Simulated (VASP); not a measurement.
# V (Pm-3m) in VASP: density of states with PBE

Aim: the density of states of V with PBE.

All numbers are computed with VASP 6.6.1; they aren't measurements. Logs are shortened: lines on timing, memory, paths and dates and some standing lists are left out, and cuts for length are marked.

**1. The cell of the first run**

It takes space group Pm-3m (No. 221, cubic). The conventional cell has a = 2.452 Å, b = 2.452 Å, c = 2.452 Å, α = 90.00°, β = 90.00°, γ = 90.00°. V (site symmetry m-3m) has 6 V at 2.45 Å within 3.2 Å.

**2. Density of states, PBE**

Input file POSCAR:

```
V
1.0
    2.4515863266      0.0000000000      0.0000000000
    0.0000000000      2.4515863266      0.0000000000
    0.0000000000      0.0000000000      2.4515863266
V
1
Direct
    0.0000000000      0.0000000000      0.0000000000
```

Input file INCAR.step1:

```
PREC = Accurate
ENCUT = 520
EDIFF = 1E-6
ISMEAR = -1
SIGMA = 0.08
LREAL = F
LASPH = T
NELM = 100
ALGO = Normal
ISIF = 2
LWAVE = F
LCHARG = T
LMAXMIX = 4
GGA = PE
NBANDS = 12
```

Input file KPOINTS.step1:

```
regular mesh
0
Gamma
  15 15 15
```

Input file INCAR.step2:

```
PREC = Accurate
ENCUT = 520
EDIFF = 1E-6
ISMEAR = -5
SIGMA = 0.08
LREAL = F
LASPH = T
NELM = 100
ALGO = Normal
ISIF = 2
LWAVE = F
LCHARG = F
LMAXMIX = 4
GGA = PE
LORBIT = 11
NEDOS = 2001
ICHARG = 11
```

Input file KPOINTS.step2:

```
regular mesh
0
Gamma
  23 23 23
```

Potentials or basis: VASP PAW PBE potentials, release 64 (V_sv).

Launch:

```
$ cat potpaw_PBE.64/V_sv/POTCAR > POTCAR
$ cp INCAR.step1 INCAR
$ cp KPOINTS.step1 KPOINTS
$ mpirun -np 1 vasp_std > vasp.out
$ cp INCAR.step2 INCAR
$ cp KPOINTS.step2 KPOINTS
$ mpirun -np 1 vasp_std > vasp.out
```

OUTCAR:

```text
PREC = Accurate
   ENCUT = 520
   EDIFF = 1E-6
   ISMEAR = -5
   LREAL = F
   LASPH = T
   NELM = 100
   ISIF = 2
   GGA = PE
   LORBIT = 11
   ICHARG = 11

 ion  position               nearest neighbor table
   1  0.000  0.000  0.000-

  LATTYP: Found a simple cubic cell.
 ALAT       =     2.4515863266

  Lattice vectors:

 A1 = (   2.4515863266,   0.0000000000,   0.0000000000)
 A2 = (   0.0000000000,   2.4515863266,   0.0000000000)
 A3 = (   0.0000000000,   0.0000000000,   2.4515863266)

Analysis of symmetry for initial positions (statically):
=====================================================================
 Subroutine PRICEL returns:
 Original cell was already a primitive cell.

 Routine SETGRP: Setting up the symmetry group for a
 simple cubic supercell.

 Subroutine GETGRP returns: Found 48 space group operations
 (whereof 48 operations were pure point group operations)
 out of a pool of 48 trial point group operations.

The static configuration has the point symmetry O_h .

Analysis of symmetry for dynamics (positions and initial velocities):
=====================================================================
 Subroutine PRICEL returns:
 Original cell was already a primitive cell.

 Routine SETGRP: Setting up the symmetry group for a
 simple cubic supercell.

 Subroutine GETGRP returns: Found 48 space group operations
 (whereof 48 operations were pure point group operations)
 out of a pool of 48 trial point group operations.

The dynamic configuration has the point symmetry O_h .

 Subroutine INISYM returns: Found 48 space group operations
 (whereof 48 operations are pure point group operations),
 and found     1 'primitive' translations

----------------------------------------------------------------------------------------

                                     Primitive cell

  volume of cell :      14.7347

  direct lattice vectors                    reciprocal lattice vectors
     2.451586327  0.000000000  0.000000000     0.407899159  0.000000000  0.000000000
     0.000000000  2.451586327  0.000000000     0.000000000  0.407899159  0.000000000
     0.000000000  0.000000000  2.451586327     0.000000000  0.000000000  0.407899159

  length of vectors
     2.451586327  2.451586327  2.451586327     0.407899159  0.407899159  0.407899159

[... 80 lines left out ...]
   EDIFF  = 0.1E-05   stopping-criterion for ELM
   LREAL  =      F    real-space projection
   EDIFFG = 0.1E-04   stopping-criterion for IOM
   NSW    =      0    number of steps for IOM
   IBRION =     -1    ionic relax: 0-MD 1-quasi-New 2-CG
   NFREE  =      0    steps in history (QN), initial steepest desc. (CG)
   ISIF   =      2    stress and relaxation
   ISYM   =      2    0-nonsym 1-usesym 2-fastsym
   POTIM  = 0.5000    time-step for ionic-motion
   TEBEG  =    0.0;   TEEND  =   0.0 temperature during run
   PSTRESS=    0.0 pullay stress
   NELECT =      13.0000    total number of electrons
   NUPDOWN=      -1.0000    fix difference up-down
   EMIN   =  10.00;   EMAX   =-10.00  energy-range for DOS
   EFERMI =   0.00;   METHOD = LEGACY
   ISMEAR =    -5;   SIGMA  =   0.08  broadening in eV -4-tet -1-fermi 0-gaus
   EFERMI_NEDOS =   21; number of points for ismear=-14 and -15
   IALGO  =     38    algorithm
   IMIX   =      4    mixing-type and parameters
     AMIX     =   0.40;   BMIX     =  1.00
     AMIX_MAG =   1.60;   BMIX_MAG =  1.00
  volume/ion in A,a.u.               =      14.73        99.43
  Fermi-wavevector in a.u.,A,eV,Ry     =   1.570153  2.967160 33.543556  2.465382
  Thomas-Fermi vector in A             =   2.671929
   LORBIT       =     11    0 simple, 1 ext, 2 COOP (PROOUT), +10 PAW based schemes
   GGA     = PE    functional components
   LHFCALC =     F    Hartree Fock is set to
   AEXX    =    0.0000 exact exchange contribution
   IVDW    =     0    specifies the selected vdW correction
   LEPSILON=     F    determine dielectric tensor
   LRPA    =     F    only Hartree local field effects (RPA)
 non-spin polarized calculation
 Fermi weights with tetrahedron method with Bloechl corrections
  energy-cutoff  :      520.00
  volume of cell :       14.73
 maximum number of plane-waves:       413

 number of electron      12.9999979 magnetization

 Free energy of the ion-electron system (eV)
  ---------------------------------------------------
  ext. energy  EPLUGINS =         0.00000000
  ---------------------------------------------------
  free energy    TOTEN  =        -8.14634466 eV

  energy without entropy =       -8.14634466  energy(sigma->0) =       -8.14634466

 E-fermi :   8.7864     XC(G=0): -12.3077

 val. band max:        8.8257742480   @ k =   0.4783   0.3478   0.1739
 cond. band min:       8.7801923700   @ k =   0.3478   0.3043   0.2609
 fundamental gap:     -0.0455818781
 Fermi energy:         8.7864265693

 k-point     1 :       0.0000    0.0000    0.0000
  band No.  band energies     occupation
      1     -55.0699      2.00000
      2     -28.3286      2.00000
      3     -28.3286      2.00000
      4     -28.3286      2.00000
      5       2.4577      2.00000
      6       6.6779      2.00000
      7       6.6779      2.00000
      8      12.2952      0.00000
      9      12.2952      0.00000
     10      12.2952      0.00000
[... 287 lines left out ...]
 k-point    24 :       0.0870    0.0870    0.0000
  band No.  band energies     occupation
      1     -55.0466      2.00000
      2     -28.4052      2.00000
      3     -28.3955      2.00000
      4     -28.3153      2.00000
      5       2.9004      2.00000
      6       6.8366      2.00000
      7       6.9551      2.00000
      8      11.9491      0.00000
      9      12.1069      0.00000
     10      12.1746      0.00000

 [... further k-points ...]
[... 5 lines left out ...]
  --------------------------------------------------------------------------------------
  -------------------------------------------------------------------------------------
  Total       -0.0780882     -0.0780882     -0.0780882      0.0000000      0.0000000     -0.0000000
  in kB       -8.4909158     -8.4909158     -8.4909158      0.0000000      0.0000000     -0.0000000
  external PRESSURE =      -8.4909158 kB  Pullay stress =       0.0000000 kB

 VOLUME and BASIS-vectors are now :
 -----------------------------------------------------------------------------
  energy-cutoff  :      520.00
  volume of cell :       14.73
      direct lattice vectors                 reciprocal lattice vectors
     2.451586327  0.000000000  0.000000000     0.407899159  0.000000000  0.000000000
     0.000000000  2.451586327  0.000000000     0.000000000  0.407899159  0.000000000
     0.000000000  0.000000000  2.451586327     0.000000000  0.000000000  0.407899159

 POSITION                                       TOTAL-FORCE (eV/Angst)
 -----------------------------------------------------------------------------------
      0.00000      0.00000      0.00000         0.000000      0.000000      0.000000
 -----------------------------------------------------------------------------------
    total drift:                               -0.000000     -0.000000      0.000000

  FREE ENERGIE OF THE ION-ELECTRON SYSTEM (eV)
  ---------------------------------------------------
  free  energy   TOTEN  =        -8.1463446559 eV

  energy  without entropy=       -8.1463446559  energy(sigma->0) =       -8.14634466

 total charge

# of ion       s       p       d       tot
------------------------------------------
    1        2.350   6.160   3.211  11.721
```

Run time: 28 s. Hardware: 1 thread of Intel Xeon Platinum 8488C (Sapphire Rapids), shared host; peak memory 0.16 GiB.

What came out:

```
Valence electrons inside the program's atomic spheres : V 11.72
```

Levels at points of the mesh, in eV from the Fermi level:
| k point | band 4 | band 5 | band 6 | band 7 | band 8 | band 9 | band 10 |
| --- | --- | --- | --- | --- | --- | --- | --- |
| (0.00, 0.00, 0.00) | -37.12 | -6.33 | -2.11 | -2.11 | 3.51 | 3.51 | 3.51 |

Caveat: tetrahedron occupations give inexact forces and stress in metals.
